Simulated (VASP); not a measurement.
Set up this calculation in VASP 6.6.1, as the native input.

```
Task                    : single point
Functional              : PBE
Potentials or basis     : VASP PAW PBE potentials, release 64 (Sr_sv, Zn, As)
Cutoff                  : 400 eV
k mesh                  : 6 × 6 × 4
Occupations             : fermi-dirac, width 0.1 eV
Spin                    : no spin polarisation
Hubbard terms           : As p U = 3.38 eV
Dipole correction       : no
k mesh for the DOS      : 9 × 9 × 6
Occupations for the DOS : tetrahedron
Further INCAR settings  : ALGO = Normal; EDIFF = 1e-06
```

The system is Sr3Zn2As4.

```
Sr Zn As
1.0
     0.00000    4.37684    0.00000
     8.23164   -2.18842    0.00000
     2.76415    0.00000   -6.46577
Sr Zn As
3 2 4
Direct
  0.14370 0.28740 0.41856
  0.85630 0.71260 0.58144
  0.00000 0.00000 0.00000
  0.32838 0.65676 0.96341
  0.67162 0.34324 0.03659
  0.20638 0.41276 0.83267
  0.79362 0.58724 0.16733
  0.48895 0.97790 0.67972
  0.51105 0.02210 0.32028
```

These files were run (other wordings do the same):

POSCAR

```
Sr3Zn2As4
1.0
    0.0000000000      4.3768400000      0.0000000000
    8.2316360000     -2.1884200000      0.0000000000
    2.7641480000      0.0000000000     -6.4657660000
Sr Zn As
3 2 4
Direct
    0.1437000000      0.2874000000      0.4185600000
    0.8563000000      0.7126000000      0.5814400000
    0.0000000000      0.0000000000      0.0000000000
    0.3283800000      0.6567600000      0.9634100000
    0.6716200000      0.3432400000      0.0365900000
    0.2063800000      0.4127600000      0.8326700000
    0.7936200000      0.5872400000      0.1673300000
    0.4889500000      0.9779000000      0.6797200000
    0.5110500000      0.0221000000      0.3202800000
```

INCAR.step1

```
SYSTEM = Sr3Zn2As4
PREC     = Accurate       ! precision mode
ENCUT    = 400            ! plane-wave cutoff, eV
EDIFF    = 1E-6           ! SCF threshold, eV
ISMEAR   = -1             ! smearing method
SIGMA    = 0.1            ! smearing width, eV
LREAL    = .FALSE.        ! projectors in reciprocal space
LASPH    = .TRUE.         ! aspherical terms in the spheres
NELM     = 200            ! most SCF steps
ALGO     = Normal         ! electronic algorithm
ISIF     = 2              ! what is computed and relaxed
LWAVE    = .FALSE.        ! write WAVECAR
LCHARG   = .TRUE.         ! write CHGCAR
LDAU     = .TRUE.         ! DFT+U
LDAUTYPE = 2            
LDAUL    = -1 -1 1        ! shell
LDAUU    = 0 0 3.38       ! U, eV
LDAUJ    = 0 0 0        
LDAUPRINT= 1            
GGA      = PE             ! functional
NBANDS   = 47             ! bands
GGA_COMPAT= .FALSE.      
NEDOS    = 2001           ! points of the DOS
LORBIT   = 11             ! projections on sites
KPAR     = 4
```

KPOINTS.step1

```
regular mesh
0
G
  6 6 4
  0 0 0
```

INCAR.step2

```
SYSTEM = Sr3Zn2As4
PREC     = Accurate       ! precision mode
ENCUT    = 400            ! plane-wave cutoff, eV
EDIFF    = 1E-6           ! SCF threshold, eV
ISMEAR   = -5             ! smearing method
SIGMA    = 0.1            ! smearing width, eV
LREAL    = .FALSE.        ! projectors in reciprocal space
LASPH    = .TRUE.         ! aspherical terms in the spheres
NELM     = 200            ! most SCF steps
ALGO     = Normal         ! electronic algorithm
ISIF     = 2              ! what is computed and relaxed
LWAVE    = .FALSE.        ! write WAVECAR
LCHARG   = .FALSE.        ! write CHGCAR
LDAU     = .TRUE.         ! DFT+U
LDAUTYPE = 2            
LDAUL    = -1 -1 1        ! shell
LDAUU    = 0 0 3.38       ! U, eV
LDAUJ    = 0 0 0        
LDAUPRINT= 1            
GGA      = PE             ! functional
LORBIT   = 11             ! projections on sites
NEDOS    = 2001           ! points of the DOS
ICHARG   = 11             ! starting density
GGA_COMPAT= .FALSE.      
KPAR     = 4
```

KPOINTS.step2

```
regular mesh
0
G
  9 9 6
  0 0 0
```

Potentials or basis: VASP PAW PBE potentials, release 64 (Sr_sv, Zn, As).

Command:

```console
$ cat potpaw_PBE.64/Sr_sv/POTCAR potpaw_PBE.64/Zn/POTCAR potpaw_PBE.64/As/POTCAR > POTCAR
$ cp INCAR.step1 INCAR
$ cp KPOINTS.step1 KPOINTS
$ mpirun -np 4 vasp_std > vasp.out
$ cp INCAR.step2 INCAR
$ cp KPOINTS.step2 KPOINTS
$ mpirun -np 4 vasp_std > vasp.out
```

Results of the run:

```
Valence electrons inside the program's atomic spheres : Sr 7.98, 8.02 (each value once); Zn 10.78; As 2.72
```

Caveat: U without spin polarisation on a metal has little footing; the U is typed as a test and isn't derived for this compound.

Wall time 4.8 min on 4 MPI ranks on Intel(R) Xeon(R) Platinum 8488C (Sapphire Rapids), on a shared host, peak memory 0.87 GiB a rank.
